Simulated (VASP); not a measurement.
Write the native input for VASP 6.6.1 that does the following.

```yaml
Task: single point
Functional: PBEsol
Potentials_or_basis: VASP PAW PBE potentials, release 64 (Pt)
Cutoff: 520 eV
k_mesh: 24 × 24 × 12
Occupations: gaussian, width 0.15 eV
Spin: no spin polarisation
Dipole_correction: no
Further_INCAR_settings: ALGO = Fast; EDIFF = 1e-07; NBANDS = 17
```

The structure of Pt lies in POSCAR:

```
Pt
1.0
    2.5294883801      0.0000000000      0.0000000000
   -1.2647441900      2.1906011957      0.0000000000
    0.0000000000      0.0000000000      5.7080949461
Pt
2
Direct
    0.6666666667      0.3333333333      0.7500000000
    0.3333333333      0.6666666667      0.2500000000
```

This isn't the form of Pt at room conditions, which is fcc.

This cell differs from its parent crystal: ratio of the length along z to the lengths across it x 1.3, volume and fractional coordinates fixed.

The input as run:

INCAR

```
SYSTEM = Pt
PREC = Accurate
ENCUT = 520
EDIFF = 1E-7
ISMEAR = 0
SIGMA = 0.15
LREAL = .False.
LASPH = .True.
NELM = 80
ALGO = Fast
ISIF = 2
LWAVE = .False.
LCHARG = .False.
GGA = PS
NBANDS = 17
```

KPOINTS

```
Automatic mesh
0
Gamma
  24 24 12
  0 0 0
```

Potentials or basis: VASP PAW PBE potentials, release 64 (Pt).

Command:

```console
$ cat potpaw_PBE.64/Pt/POTCAR > POTCAR
$ mpirun -np 1 vasp_std > vasp.out
```

It gave:

The pressure is 21.4 GPa and the band gap on the k mesh is zero (bands 10 and 11 overlap by 2.35 eV).

Caveat: the cell stands under pressure; the PAW data sets were made with another functional, which shifts forces and pressure a little; spin-orbit coupling is left out, which moves the levels of the heavy elements.

Wall time 86 s on 1 thread of Intel(R) Xeon(R) 6975P-C (Granite Rapids), with other jobs on the host, peak memory 0.29 GiB.
